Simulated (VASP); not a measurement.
# Si16C17 (a cell with a defect) in VASP: notebook, part 2 of 2

VASP 6.6.1. Earlier steps stand in the parts before.

### 3 Single point, PBE

Contents of INCAR:

```
PREC     = Accurate       # precision mode
ENCUT    = 520            # plane-wave cutoff, eV
EDIFF    = 1E-6           # SCF threshold, eV
ISMEAR   = 0              # smearing method
SIGMA    = 0.02           # smearing width, eV
LREAL    = Auto         
LASPH    = True           # aspherical terms in the spheres
NELM     = 60             # most SCF steps
ALGO     = Normal         # electronic algorithm
ISIF     = 2              # what is computed and relaxed
LWAVE    = False          # write WAVECAR
LCHARG   = False          # write CHGCAR
GGA      = PE             # functional
NBANDS   = 88             # bands
```

Contents of KPOINTS:

```
Automatic mesh
0
Gamma
  2 2 2
  0.5 0.5 0.5
```

Contents of POSCAR:

```
Si16C17
1.0
    4.3797259441      4.3797259441      4.3797259441
   -4.3797259441      4.3797259441     -4.3797259441
   -4.3797259441     -4.3797259441      4.3797259441
Si C
16 17
Direct
    0.2461343504     -0.0018152962      0.0045072455
    0.2479177953      0.7471578226      0.2526108971
    0.4951073487      0.7438960888      0.0028936742
    0.2362098709      0.4774956302      0.4875984313
    0.5018441857      0.5005807505      0.2512708590
    0.7580010810      0.5164432727      0.0030536157
    0.2558026494      0.2508570203      0.7489252848
    0.5001481892      0.2551550061      0.5000641656
    0.7470533640      0.2504921573      0.2446707885
    0.0094357502      0.2537123359     -0.0049586436
    0.4205314496     -0.0852149209      0.6968103801
    0.7555572066      0.0078761777      0.5091071972
   -0.0024604279     -0.0011361441      0.2487881694
    0.7448528839      0.7582852312      0.7505905716
   -0.0139699380      0.7448049357      0.4946414519
    0.0007481062      0.5025333841      0.7494854797
    0.4989670650      0.2491102215      0.2476272520
    0.5021496843      0.0082820251      0.5015740775
    0.7468162487     -0.0001191855      0.2460840047
    0.4755202783      0.7089912793      0.7389339062
    0.7449000329      0.7523272100      0.4995307989
    0.0021480796      0.7561066702      0.2551550061
    0.5035884729      0.4982035469      0.0021644048
    0.7509321455      0.5061396599      0.7485607643
   -0.0049837593      0.4978723618      0.4952159171
    0.2573807161      0.5007338423      0.2534841253
    0.7851888552      0.2899397168      0.0183859678
    0.0134267534      0.2594856424      0.7484412362
    0.2460639122      0.2388757912      0.4942453084
   -0.0001134774      0.0020664535      0.0032119590
    0.2332265793     -0.0075981923      0.7487031248
    0.2490124985      0.7503186368      0.0045019940
    0.6876450806      0.0956082653     -0.1878514799
```

Potentials or basis: VASP PAW PBE potentials, release 64 (Si, C).

Command:

```sh
> cat potpaw_PBE.64/Si/POTCAR potpaw_PBE.64/C/POTCAR > POTCAR
> mpirun -np 1 vasp_std > vasp.out
```

OUTCAR:

```text
PREC = Accurate
   ENCUT = 520
   EDIFF = 1E-6
   ISMEAR = 0
   LREAL = Auto
   LASPH = True
   NELM = 60
   ISIF = 2
   GGA = PE

 ion  position               nearest neighbor table
   1  0.246  0.998  0.005-  30 1.87  32 1.89  17 1.89  31 1.89  11 3.04  10 3.05  13 3.05   8 3.07
                            16 3.07   2 3.09   9 3.10  14 3.11   5 3.11   3 3.12
   2  0.248  0.747  0.253-  32 1.89  22 1.89  26 1.90  18 1.93  11 2.79   6 3.04  10 3.06   3 3.08
                             1 3.09   5 3.10  13 3.11  16 3.12  15 3.12   4 3.13  12 3.14   8 3.15
   3  0.495  0.744  0.003-  20 1.88  23 1.88  32 1.89  19 1.90  11 3.00   6 3.04   5 3.05   7 3.06
                            16 3.06   2 3.08  14 3.11  13 3.11   1 3.12  12 3.14   9 3.14
   4  0.236  0.477  0.488-  20 1.83  29 1.85  26 1.89  25 1.90  11 2.72  13 2.96   8 3.02   7 3.03
                             9 3.03  10 3.06  16 3.08   5 3.11   2 3.13
   5  0.502  0.501  0.251-  26 1.86  21 1.88  23 1.89  17 1.89  15 3.00   3 3.05  10 3.05   8 3.06
                             9 3.07  14 3.09   2 3.10   7 3.11   1 3.11   4 3.11   6 3.13  12 3.14
   6  0.758  0.516  0.003-  27 1.83  22 1.86  23 1.89  24 1.89  13 2.99   2 3.04   3 3.04  15 3.05
                            14 3.06  16 3.08   7 3.11   8 3.12   5 3.13   9 3.15
   7  0.256  0.251  0.749-  28 1.86  29 1.88  23 1.89  31 1.91   4 3.03  10 3.05   3 3.06   8 3.06
                            13 3.10  12 3.10   5 3.11   6 3.11  15 3.14  16 3.14
   8  0.500  0.255  0.500-  29 1.87  18 1.88  17 1.90  24 1.90   4 3.02   7 3.06   5 3.06   1 3.07
                            16 3.10   9 3.11  13 3.11  12 3.11   6 3.12  14 3.12   2 3.15
   9  0.747  0.250  0.245-  17 1.89  25 1.89  19 1.90  27 1.93   4 3.03  15 3.06   5 3.07   1 3.10
                            13 3.11   8 3.11  16 3.13   3 3.14  12 3.14   6 3.15
  10  0.009  0.254  0.995-  27 1.87  28 1.90  26 1.91  30 1.91  33 2.00  12 3.01   7 3.05   5 3.05
                             1 3.05   4 3.06   2 3.06  16 3.06  14 3.07
  11  0.421  0.915  0.697-  33 1.71  31 1.82  20 1.84  18 2.02  15 2.71   4 2.72   2 2.79   3 3.00
                            14 3.04   1 3.04
  12  0.756  0.008  0.509-  21 1.89  28 1.90  18 1.91  19 1.95  33 2.45  10 3.01  14 3.04  15 3.06
                            16 3.06   7 3.10  13 3.11   8 3.11   3 3.14   9 3.14   5 3.14   2 3.14
  13  0.998  0.999  0.249-  29 1.86  22 1.87  30 1.88  19 1.90   4 2.96   6 2.99   1 3.05  14 3.09
                            15 3.10   7 3.10   2 3.11   9 3.11  12 3.11   3 3.11   8 3.11
  14  0.745  0.758  0.751-  21 1.89  30 1.90  20 1.92  24 1.92  11 3.04  12 3.04   6 3.06  10 3.07
                            15 3.08  13 3.09   5 3.09   1 3.11   3 3.11   8 3.12
  15  0.986  0.745  0.495-  21 1.86  22 1.89  31 1.89  25 1.90  11 2.71   5 3.00   6 3.05  12 3.06
                             9 3.06  14 3.08  16 3.08  13 3.10   2 3.12   7 3.14
[... 238 lines left out ...]
  ext. energy  EPLUGINS =         0.00000000
  ---------------------------------------------------
  free energy    TOTEN  =      -243.17374571 eV

  energy without entropy =     -243.17374571  energy(sigma->0) =     -243.17374571

 E-fermi :   9.0081     XC(G=0): -11.4050

 val. band max:        8.9101773610   @ k =   0.2500   0.2500  -0.2500
 cond. band min:      10.0751909193   @ k =  -0.2500   0.2500   0.2500
 fundamental gap:      1.1650135584
 Fermi energy:         9.0081098883

 k-point     1 :       0.2500    0.2500    0.2500
  band No.  band energies     occupation
      1      -7.2414      2.00000
      2      -6.2915      2.00000
      3      -6.1128      2.00000
      4      -6.0771      2.00000
      5      -4.7371      2.00000
      6      -3.8825      2.00000
[... 313 lines left out ...]
     77      13.3488      0.00000
     78      13.4718      0.00000
 [bands above 78 left out]

------------------------ aborting loop because EDIFF is reached ----------------------------------------

  FORCE on cell =-STRESS in cart. coord.  units (eV):
  Direction    XX          YY          ZZ          XY          YZ          ZX
  --------------------------------------------------------------------------------------
  -------------------------------------------------------------------------------------
  Total        7.7963612     19.5549415      8.3313884     -7.0226752      7.4363420      1.8214927
  in kB       37.1707853     93.2322797     39.7216393    -33.4820751     35.4543182      8.6843481
  external PRESSURE =      56.7082348 kB  Pullay stress =       0.0000000 kB

 VOLUME and BASIS-vectors are now :
 -----------------------------------------------------------------------------
  energy-cutoff  :      520.00
  volume of cell :      336.05
      direct lattice vectors                 reciprocal lattice vectors
     4.379725944  4.379725944  4.379725944     0.000000000  0.114162394  0.114162394
    -4.379725944  4.379725944 -4.379725944    -0.114162394  0.114162394  0.000000000
    -4.379725944 -4.379725944  4.379725944    -0.114162394  0.000000000  0.114162394

 POSITION                                       TOTAL-FORCE (eV/Angst)
 -----------------------------------------------------------------------------------
     -3.31351      5.43004     -3.27403         0.031032      0.021388     -0.001892
     -3.29290      3.25179     -1.08017         0.061510      0.028340     -0.078084
     -1.10230      5.41382     -1.07695         0.015093      0.037578     -0.048460
     -3.19231      0.99029      1.07878        -0.006847      0.030411     -0.000325
     -1.09496      3.28985      1.10603        -0.005372      0.013664      0.003555
      1.04458      5.56834      1.07133        -0.018762     -0.003162     -0.000657
[... 25 lines left out ...]
     -2.21530      4.35708     -2.17587         0.066468      0.020043     -0.062044
     -0.96403     -0.12655      6.14995        -0.197076     -0.154660      0.382454
 -----------------------------------------------------------------------------------
    total drift:                                0.052459      0.005728      0.030008

  FREE ENERGIE OF THE ION-ELECTRON SYSTEM (eV)
  ---------------------------------------------------
  free  energy   TOTEN  =      -243.1737457146 eV

  energy  without entropy=     -243.1737457146  energy(sigma->0) =     -243.17374571
```

stdout:

```text
POSCAR found type information on POSCAR SiC
 POSCAR found :  2 types and      33 ions
 scaLAPACK will be used
 LDA part: xc-table for (Slater+PW92), standard interpolation
 POSCAR, INCAR and KPOINTS ok, starting setup
 FFT: planning ... GRIDC
 FFT: planning ... GRID_SOFT
 FFT: planning ... GRID
 WAVECAR not read
 entering main loop
```

Wall time 2.2 min (1 thread of Intel Xeon 6975P-C (Granite Rapids), shared host); peak memory 0.42 GiB.

Results:

| Item | Value |
| --- | --- |
| Free energy | -243.1737 eV |
| Pressure | 5.7 GPa |
| Largest force | 0.457 eV/Å |
| Band gap on the k mesh | 1.17 eV |

Forces in eV/Å, atoms in the order of the input:
```
Si   0.031  0.021 -0.002
Si   0.062  0.028 -0.078
Si   0.015  0.038 -0.048
Si  -0.007  0.030  0.000
Si  -0.005  0.014  0.004
Si  -0.019 -0.003 -0.001
Si  -0.002 -0.018 -0.021
Si   0.020 -0.061  0.003
Si  -0.070 -0.006  0.038
Si   0.008  0.033  0.048
Si   0.086  0.145 -0.172
Si  -0.027 -0.053 -0.028
Si  -0.011  0.003  0.002
Si   0.028 -0.019  0.028
Si  -0.010  0.017  0.002
Si   0.014 -0.006 -0.005
C   -0.004 -0.003 -0.002
C    0.164 -0.134 -0.189
C   -0.021 -0.006  0.002
C    0.005  0.071 -0.044
C   -0.002  0.005  0.018
C    0.015 -0.004 -0.017
C   -0.003  0.008 -0.027
C    0.027 -0.045  0.016
C   -0.017  0.015  0.021
C    0.013  0.023 -0.007
C   -0.163  0.048  0.160
C   -0.008 -0.027 -0.017
C   -0.014 -0.009 -0.020
C    0.021  0.005  0.024
C    0.005  0.025 -0.004
C    0.066  0.020 -0.062
C   -0.197 -0.155  0.382
```
